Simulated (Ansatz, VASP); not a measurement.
CdTe in VASP and in Ansatz

File INCAR:

```
  PREC = Accurate
  ENCUT = 520
  EDIFF = 1E-7
  ISMEAR = 0
  SIGMA = 0.01
  LREAL = F
  LASPH = T
  NELM = 100
  ALGO = Normal
  ISIF = 2
  LWAVE = F
  LCHARG = F
  GGA = PE
  NBANDS = 16
```

KPOINTS

```
regular mesh
0
Gamma
  6 6 6
```

File POSCAR:

```
CdTe
1.0
    0.0000000000      3.2769558833      3.2769558833
    3.2769558833      0.0000000000      3.2769558833
    3.2769558833      3.2769558833      0.0000000000
Cd Te
1 1
Direct
    0.0000000000      0.0000000000      0.0000000000
    0.2500000000      0.2500000000      0.2500000000
```

Input for Ansatz:

```yaml
crystal:
  lattice:
    - [0.0, 3.2769558833, 3.2769558833]
    - [3.2769558833, 0.0, 3.2769558833]
    - [3.2769558833, 3.2769558833, 0.0]
  atoms:
    - { symbol: Cd, position: [0.0, 0.0, 0.0] }
    - { symbol: Te, position: [0.25, 0.25, 0.25] }
kpoints:
  mp_grid: { grid: [6, 6, 6] }
hamiltonian:
  xc: pbe
scf:
  occupations: { method: fixed }
  n_extra_bands: 4
output:
  forces: true
  stress: true
  eigenvalues: true
```

Alike in both runs: task single point; functional PBE; k mesh 6 × 6 × 6; no spin polarisation.

|  | VASP | Ansatz |
| --- | --- | --- |
| version | VASP 6.6.1 | Ansatz 0.2.0 |
| potentials or method | VASP PAW PBE potentials, release 64 (Cd, Te) | plane waves, PAW |
| plane-wave cutoff (eV) | 520 | 420 |
| occupations | gaussian, width 0.01 eV | fixed |
| valence electrons in the cell | 18 | 36 |

```tsv
	VASP	Ansatz	Ansatz less VASP
gap on the k mesh at the Fermi level (eV)	0.67	0.67	+0.002
pressure (GPa)	1.2	1.1	-0.11
```

VASP's potentials hold 18 valence electrons a cell and Ansatz's 36, so a difference there can come from the potentials and not from the codes.

Neither program's run includes spin-orbit coupling.
